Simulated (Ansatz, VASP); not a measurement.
**C5N in VASP and in Ansatz**

Contents of INCAR:

```
ALGO     = Normal         # electronic algorithm
DIPOL    = 0.5 0.5 0.323
EDIFF    = 1E-6           # SCF threshold, eV
ENCUT    = 520            # plane-wave cutoff, eV
GGA      = PE             # functional
IDIPOL   = 3            
ISIF     = 2              # what is computed and relaxed
ISMEAR   = 0              # smearing method
IVDW     = 12             # dispersion correction
LASPH    = True           # aspherical terms in the spheres
LCHARG   = True           # write CHGCAR
LDIPOL   = True         
LELF     = True           # ELF
LREAL    = False          # projectors in reciprocal space
LVACPOTAV= True         
LVHAR    = True         
LWAVE    = False          # write WAVECAR
NBANDS   = 37             # bands
NELM     = 60             # most SCF steps
PREC     = Accurate       # precision mode
SIGMA    = 0.05           # smearing width, eV
```

Contents of KPOINTS:

```
k-points
0
Gamma
  8 7 1
```

File POSCAR:

```
C5N
1.0
    3.6473242087      0.0000000000      0.0000000000
   -1.6658829526      3.9310150920      0.0000000000
    0.0000000000      0.0000000000     23.1309581756
C N
10 2
Direct
    0.5001799340      0.3333933113      0.1729284178
    0.4998200660      0.6666066887      0.1729284178
    0.5001799340      0.8333933113      0.2262110668
    0.4998200660      0.1666066887      0.2262110668
    0.5000212336      0.3353169660      0.2794744906
    0.4999787664      0.6646830340      0.2794744906
    0.5001286265      0.8366480411      0.3329734377
    0.4998713735      0.1633519589      0.3329734377
    0.4997623706      0.3544335280      0.3817809063
    0.5002376294      0.6455664720      0.3817809063
    1.2497623706      0.8544335280      0.5201236405
    1.2497623706      0.8544335280      0.5676789554
```

Input for Ansatz:

```yaml
crystal:
  lattice:
    - [3.6473242087, 0.0, 0.0]
    - [-1.6658829526, 3.931015092, 0.0]
    - [0.0, 0.0, 23.1309581756]
  atoms:
    - { symbol: C, position: [0.500179934, 0.3333933113, 0.1729284178] }
    - { symbol: C, position: [0.499820066, 0.6666066887, 0.1729284178] }
    - { symbol: C, position: [0.500179934, 0.8333933113, 0.2262110668] }
    - { symbol: C, position: [0.499820066, 0.1666066887, 0.2262110668] }
    - { symbol: C, position: [0.5000212336, 0.335316966, 0.2794744906] }
    - { symbol: C, position: [0.4999787664, 0.664683034, 0.2794744906] }
    - { symbol: C, position: [0.5001286265, 0.8366480411, 0.3329734377] }
    - { symbol: C, position: [0.4998713735, 0.1633519589, 0.3329734377] }
    - { symbol: C, position: [0.4997623706, 0.354433528, 0.3817809063] }
    - { symbol: C, position: [0.5002376294, 0.645566472, 0.3817809063] }
    - { symbol: "N", position: [1.2497623706, 0.854433528, 0.5201236405] }
    - { symbol: "N", position: [1.2497623706, 0.854433528, 0.5676789554] }
basis:
  ecutwfc: 420
kpoints:
  mp_grid: { grid: [8, 7, 1] }
hamiltonian:
  xc: pbe
  pseudopotentials: { kind: paw, azcp: { folder: soft_1 } }
  dispersion: d3bj
scf:
  occupations: { method: gaussian, width: 0.05 }
output:
  forces: true
  eigenvalues: true
efield:
  axis: 3
  dipole_correction: true
  ramp_width: 0.04
```

Alike in both runs: task single point; functional PBE; dispersion D3(BJ); k mesh 8 × 7 × 1; occupations gaussian, width 0.05 eV; no spin polarisation.

```csv
,VASP,Ansatz
version,VASP 6.6.1,Ansatz 0.2.0
potentials or method,"VASP PAW PBE potentials, release 64 (C, N), cutoff 520 eV","scalar-relativistic, plane waves, PAW"
valence electrons in the cell,50,50
```

|  | VASP | Ansatz | Ansatz less VASP |
| --- | --- | --- | --- |
| gap on the k mesh at the Fermi level (eV) | none | none | - |
| rms of the force components (eV/Å) | 1.700 | 1.632 | -0.0677 |
| work function, face that differs most (eV) | 6.54 | 6.54 | +0.006 |

Atom by atom the forces differ by 0.424 eV/Å (rms over components). A gap of «none» marks a metal or a gap that the smearing closes.

Noted on VASP's run: the standard files for N, O and F lose accuracy on very short bonds.
